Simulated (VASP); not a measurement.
# SiO2 (I-42d) in VASP: notebook

Runs on SiO2. Level: r2SCAN. Tasks: single point.

All numbers are computed with VASP 6.6.1; they aren't measurements. Logs are shortened: lines on timing, memory, paths and dates and some standing lists are left out, and cuts for length are marked.

**1. The cell of the first run**

The structure is tetragonal, space group I-42d (No. 122). The conventional cell has a = 4.699 Å, b = 4.699 Å, c = 7.496 Å, α = 90.00°, β = 90.00°, γ = 90.00°. Within 2.1 Å of Si (site symmetry -4) lie 4 O at 1.57 Å. Within 2.1 Å of O (site symmetry 2) lie 2 Si at 1.57 Å.

**2. Single point, r2SCAN (strain -0.050 along x and y, +0.025 along z)**

POSCAR

```
SiO2
1.0
   -2.3495824127      2.3495824127      3.7477661409
    2.3495824127     -2.3495824127      3.7477661409
    2.3495824127      2.3495824127     -3.7477661409
Si O
2 4
Direct
    0.0000000000      0.0000000000      0.0000000000
    0.7500000000      0.2500000000      0.5000000000
    0.9731664718      0.6250000000      0.8481664718
    0.3750000000      0.2231664718      0.3481664718
    0.7768335282      0.1250000000      0.1518335282
    0.8750000000      0.0268335282      0.6518335282
```

INCAR.step1

```
SYSTEM = SiO2
ALGO = Normal
EDIFF = 1E-4
ENCUT = 520
GGA = PE
ISMEAR = 0
LASPH = .True.
LCHARG = .False.
LREAL = .False.
LWAVE = .True.
NBANDS = 25
NELM = 80
PREC = Accurate
SIGMA = 0.05
```

INCAR.step2

```
SYSTEM = SiO2
ALGO = Normal
EDIFF = 1E-6
ENCUT = 520
ISIF = 2
ISMEAR = 0
ISTART = 1
LASPH = .True.
LCHARG = .False.
LMIXTAU = .True.
LREAL = .False.
LWAVE = .False.
METAGGA = R2SCAN
NBANDS = 25
NELM = 80
PREC = Accurate
SIGMA = 0.05
```

KPOINTS

```
k-points
0
Gamma
  6 6 6
  0 0 0
```

Potentials or basis: VASP PAW PBE potentials, release 64 (Si, O).

Run with:

```bash
> cat potpaw_PBE.64/Si/POTCAR potpaw_PBE.64/O/POTCAR > POTCAR
> cp INCAR.step1 INCAR
> mpirun -np 1 vasp_std > vasp.out
> cp INCAR.step2 INCAR
> mpirun -np 1 vasp_std > vasp.out
```

OUTCAR:

```text
SYSTEM = SiO2
   EDIFF = 1E-6
   ENCUT = 520
   ISIF = 2
   ISMEAR = 0
   ISTART = 1
   LASPH = .True.
   LREAL = .False.
   METAGGA = R2SCAN
   NELM = 80
   PREC = Accurate

 ion  position               nearest neighbor table
   1  0.000  0.000  0.000-   3 1.57   4 1.57   5 1.57   6 1.57   2 3.01   2 3.01   2 3.01   2 3.01

   2  0.750  0.250  0.500-   3 1.57   4 1.57   5 1.57   6 1.57   1 3.01   1 3.01   1 3.01   1 3.01

   3  0.973  0.625  0.848-   1 1.57   2 1.57
   4  0.375  0.223  0.348-   1 1.57   2 1.57
   5  0.777  0.125  0.152-   1 1.57   2 1.57
   6  0.875  0.027  0.652-   1 1.57   2 1.57

  LATTYP: Found a body centered tetragonal cell.
 ALAT       =     4.6991648254
 C/A-ratio  =     1.5950775426

  Lattice vectors:

 A1 = (  -2.3495824127,   2.3495824127,   3.7477661409)
 A2 = (   2.3495824127,  -2.3495824127,   3.7477661409)
 A3 = (   2.3495824127,   2.3495824127,  -3.7477661409)

Analysis of symmetry for initial positions (statically):
=====================================================================
 Subroutine PRICEL returns:
 Original cell was already a primitive cell.

 Routine SETGRP: Setting up the symmetry group for a
 body centered tetragonal supercell.

 Subroutine GETGRP returns: Found  8 space group operations
 (whereof  4 operations were pure point group operations)
 out of a pool of 16 trial point group operations.

The static configuration has the point symmetry S_4 .
 The point group associated with its full space group is D_2d.

Analysis of symmetry for dynamics (positions and initial velocities):
=====================================================================
 Subroutine PRICEL returns:
 Original cell was already a primitive cell.

 Routine SETGRP: Setting up the symmetry group for a
 body centered tetragonal supercell.

 Subroutine GETGRP returns: Found  8 space group operations
 (whereof  4 operations were pure point group operations)
 out of a pool of 16 trial point group operations.

The dynamic configuration has the point symmetry S_4 .
 The point group associated with its full space group is D_2d.

 Subroutine INISYM returns: Found  8 space group operations
 (whereof  4 operations are pure point group operations),
 and found     1 'primitive' translations

----------------------------------------------------------------------------------------

                                     Primitive cell

  volume of cell :      82.7587

  direct lattice vectors                    reciprocal lattice vectors
    -2.349582413  2.349582413  3.747766141     0.000000000  0.212803772  0.133412807
     2.349582413 -2.349582413  3.747766141     0.212803772  0.000000000  0.133412807
     2.349582413  2.349582413 -3.747766141     0.212803772  0.212803772  0.000000000

  length of vectors
     5.008675082  5.008675082  5.008675082     0.251166125  0.251166125  0.300949980

  position of ions in fractional coordinates (direct lattice)
     0.000000000  0.000000000  0.000000000
     0.750000000  0.250000000  0.500000000
     0.973166472  0.625000000  0.848166472
     0.375000000  0.223166472  0.348166472
     0.776833528  0.125000000  0.151833528
     0.875000000  0.026833528  0.651833528

  ion indices of the primitive-cell ions
   primitive index   ion index
                 1           1
                 2           2
                 3           3
                 4           4
                 5           5
                 6           6

----------------------------------------------------------------------------------------

 KPOINTS: k-points

Automatic generation of k-mesh.
 Grid dimensions read from file:
 generate k-points for:    6    6    6

 Generating k-lattice:

  Cartesian coordinates                     Fractional coordinates (reciprocal lattice)
     0.000000000  0.035467295  0.022235468     0.166666667  0.000000000  0.000000000
     0.035467295  0.000000000  0.022235468     0.000000000  0.166666667  0.000000000
     0.035467295  0.035467295  0.000000000     0.000000000  0.000000000  0.166666667

  Length of vectors
     0.041861021  0.041861021  0.050158330

  Shift w.r.t. Gamma in fractional coordinates (k-lattice)
     0.000000000  0.000000000  0.000000000

 Subroutine IBZKPT returns following result:
 ===========================================

 Found     30 irreducible k-points:

 Following reciprocal coordinates:
            Coordinates               Weight
  0.000000  0.000000  0.000000      1.000000
  0.166667 -0.000000  0.000000      8.000000
  0.333333  0.000000 -0.000000      8.000000
  0.500000  0.000000  0.000000      4.000000
  0.166667  0.166667  0.000000      8.000000
  0.333333  0.166667 -0.000000     16.000000
[... 16 lines left out ...]
 -0.333333 -0.333333  0.166667      8.000000
 -0.166667 -0.333333  0.166667      8.000000
 [... further k-points ...]
   k-points           NKPTS =     30   k-points in BZ     NKDIM =     30   number of bands    NBANDS=     25
   number of dos      NEDOS =    301   number of ions     NIONS =      6
   total plane-waves  NPLWV =  64000
   dimension x,y,z NGX =    40 NGY =   40 NGZ =   40
   dimension x,y,z NGXF=    80 NGYF=   80 NGZF=   80
   ions per type =               2   4
   NGX,Y,Z   is equivalent  to a cutoff of  13.28, 13.28, 13.28 a.u.
   NGXF,Y,Z  is equivalent  to a cutoff of  26.55, 26.55, 26.55 a.u.
 SYSTEM =  SiO2
   PREC   = accura    normal or accurate (medium, high low for compatibility)
   ISTART =      1    job   : 0-new  1-cont  2-samecut
   ICHARG =      0    charge: 1-file 2-atom 10-const
   ISPIN  =      1    spin polarized calculation?
   LNONCOLLINEAR =      F non collinear calculations
   LSORBIT =      F    spin-orbit coupling
   LASPH  =      T    aspherical Exc in radial PAW
   ENCUT  =  520.0 eV  38.22 Ry    6.18 a.u.   9.31  9.31  9.31*2*pi/ulx,y,z
   NELM   =     80;   NELMIN=  2; NELMDL=  0     # of ELM steps
   EDIFF  = 0.1E-05   stopping-criterion for ELM
   LREAL  =      F    real-space projection
   EDIFFG = 0.1E-04   stopping-criterion for IOM
   NSW    =      0    number of steps for IOM
   IBRION =     -1    ionic relax: 0-MD 1-quasi-New 2-CG
   NFREE  =      0    steps in history (QN), initial steepest desc. (CG)
   ISIF   =      2    stress and relaxation
   ISYM   =      2    0-nonsym 1-usesym 2-fastsym
   POTIM  = 0.5000    time-step for ionic-motion
   TEBEG  =    0.0;   TEEND  =   0.0 temperature during run
   PSTRESS=    0.0 pullay stress
   NELECT =      32.0000    total number of electrons
   NUPDOWN=      -1.0000    fix difference up-down
   EMIN   =  10.00;   EMAX   =-10.00  energy-range for DOS
   EFERMI =   0.00;   METHOD = LEGACY
   ISMEAR =     0;   SIGMA  =   0.05  broadening in eV -4-tet -1-fermi 0-gaus
   EFERMI_NEDOS =   21; number of points for ismear=-14 and -15
   IALGO  =     38    algorithm
   IMIX   =      4    mixing-type and parameters
     AMIX     =   0.40;   BMIX     =  1.00
     AMIX_MAG =   1.60;   BMIX_MAG =  1.00
  volume/ion in A,a.u.               =      13.79        93.08
  Fermi-wavevector in a.u.,A,eV,Ry     =   1.192670  2.253819 19.353759  1.422461
  Thomas-Fermi vector in A             =   2.328702
   LORBIT       =      0    0 simple, 1 ext, 2 COOP (PROOUT), +10 PAW based schemes
   METAGGA = R2SCAN    functional components
   LHFCALC =     F    Hartree Fock is set to
   AEXX    =    0.0000 exact exchange contribution
   IVDW    =     0    specifies the selected vdW correction
   LEPSILON=     F    determine dielectric tensor
   LRPA    =     F    only Hartree local field effects (RPA)
 non-spin polarized calculation
 Gauss-broadening in eV      SIGMA  =   0.05
  energy-cutoff  :      520.00
  volume of cell :       82.76
 maximum number of plane-waves:      2266
 NGX is ok and might be reduce to    40
   NGX = 19   NGY = 19   NGZ = 19

 number of electron      32.0000005 magnetization

 Free energy of the ion-electron system (eV)
  ---------------------------------------------------
  ext. energy  EPLUGINS =         0.00000000
  ---------------------------------------------------
  free energy    TOTEN  =       -59.22089623 eV

  energy without entropy =      -59.22089623  energy(sigma->0) =      -59.22089623

 E-fermi :   0.0288     XC(G=0):  -8.9530

 val. band max:       -0.2684331983   @ k =   0.0000   0.0000   0.0000
 cond. band min:       6.5264413023   @ k =   0.0000   0.0000   0.0000
 fundamental gap:      6.7948745006
 Fermi energy:         0.0288340329

 k-point     1 :       0.0000    0.0000    0.0000
  band No.  band energies     occupation
      1     -20.9478      2.00000
      2     -18.7769      2.00000
      3     -18.5988      2.00000
      4     -18.5988      2.00000
      5      -9.8789      2.00000
      6      -6.0844      2.00000
[... 17 lines left out ...]
     24      14.3633      0.00000
     25      14.4165      0.00000

 k-point     2 :       0.1667   -0.0000    0.0000
  band No.  band energies     occupation
      1     -20.8565      2.00000
      2     -18.8554      2.00000
      3     -18.6821      2.00000
      4     -18.6021      2.00000
      5      -9.6557      2.00000
      6      -6.1954      2.00000
[... 17 lines left out ...]
     24      14.3479      0.00000
     25      14.7499      0.00000

 k-point     3 :       0.3333    0.0000   -0.0000
  band No.  band energies     occupation
      1     -20.6254      2.00000
      2     -19.1690      2.00000
      3     -18.7342      2.00000
      4     -18.6093      2.00000
      5      -9.1502      2.00000
      6      -6.4250      2.00000
[... 552 lines left out ...]
 k-point    23 :      -0.3333   -0.3333    0.1667
  band No.  band energies     occupation
      1     -20.4208      2.00000
      2     -19.4900      2.00000
      3     -18.6597      2.00000
      4     -18.6472      2.00000
      5      -8.6405      2.00000
      6      -6.8859      2.00000
[... 17 lines left out ...]
     24      14.8300      0.00000
     25      15.1042      0.00000

 k-point    24 :      -0.1667   -0.3333    0.1667
  band No.  band energies     occupation
      1     -20.6425      2.00000
      2     -19.2184      2.00000
      3     -18.6533      2.00000
      4     -18.6134      2.00000
      5      -9.1226      2.00000
      6      -6.5077      2.00000
[... 17 lines left out ...]
     24      14.6338      0.00000
     25      14.9435      0.00000

 [... further k-points ...]
[... 5 lines left out ...]
  --------------------------------------------------------------------------------------
  -------------------------------------------------------------------------------------
  Total        8.4742804      8.4742804      6.5381056      0.0000000     -0.0000000      0.0000000
  in kB      164.0588164    164.0588164    126.5752156      0.0000000     -0.0000000      0.0000000
  external PRESSURE =     151.5642828 kB  Pullay stress =       0.0000000 kB

 VOLUME and BASIS-vectors are now :
 -----------------------------------------------------------------------------
  energy-cutoff  :      520.00
  volume of cell :       82.76
      direct lattice vectors                 reciprocal lattice vectors
    -2.349582413  2.349582413  3.747766141     0.000000000  0.212803772  0.133412807
     2.349582413 -2.349582413  3.747766141     0.212803772  0.000000000  0.133412807
     2.349582413  2.349582413 -3.747766141     0.212803772  0.212803772  0.000000000

 POSITION                                       TOTAL-FORCE (eV/Angst)
 -----------------------------------------------------------------------------------
      0.00000      0.00000      0.00000        -0.000000      0.000000      0.000000
      0.00000      2.34958      1.87388        -0.000000      0.000000     -0.000000
      1.17479      2.81088      2.81082        -0.000000      1.073205      0.000000
      0.46130      1.17479      0.93694         1.073205      0.000000      0.000000
     -1.17479      1.88828      2.81082        -0.000000     -1.073205      0.000000
     -0.46130      3.52437      0.93694        -1.073205      0.000000      0.000000
 -----------------------------------------------------------------------------------
    total drift:                                0.000011      0.000011     -0.000000

  FREE ENERGIE OF THE ION-ELECTRON SYSTEM (eV)
  ---------------------------------------------------
  free  energy   TOTEN  =       -59.2208962273 eV

  energy  without entropy=      -59.2208962273  energy(sigma->0) =      -59.22089623
```

Wall time 4 min (1 thread of Intel Xeon Platinum 8259CL at 2.50GHz (Skylake/Cascade Lake), shared host); peak memory 0.26 GiB.

What came out:

```yaml
Free_energy: -59.2209 eV
Pressure: 15.2 GPa
Largest_force: 1.073 eV/Å
Band_gap_on_the_k_mesh: 6.79 eV, direct
```

Forces in eV/Å, atoms in the order of the input:
```
Si   0.000  0.000  0.000
Si   0.000  0.000  0.000
O    0.000  1.073  0.000
O    1.073  0.000  0.000
O    0.000 -1.073  0.000
O   -1.073  0.000  0.000
```

Levels at points of the mesh, in eV from the valence-band top:
```csv
k point,band 13,band 14,band 15,band 16,band 17,band 18,band 19,band 20
"(0.00, 0.00, 0.00)",-1.81,-0.83,0.00,0.00,6.79,9.81,12.12,12.12
"(0.50, 0.00, 0.00)",-1.68,-0.88,-0.65,-0.14,9.52,9.69,10.83,11.59
"(0.50, 0.50, 0.00)",-1.15,-1.15,-0.47,-0.47,10.16,10.16,11.70,11.70
"(0.50, 0.50, 0.50)",-1.67,-1.67,-0.25,-0.25,9.72,9.72,11.51,11.51
```

Caveat: the cell differs from its parent crystal (strain -0.050 along x and y, +0.025 along z); the PAW data sets were made with another functional, which shifts forces and pressure a little. A k mesh can miss the band edges.

(Continued in part 2 of 2.)
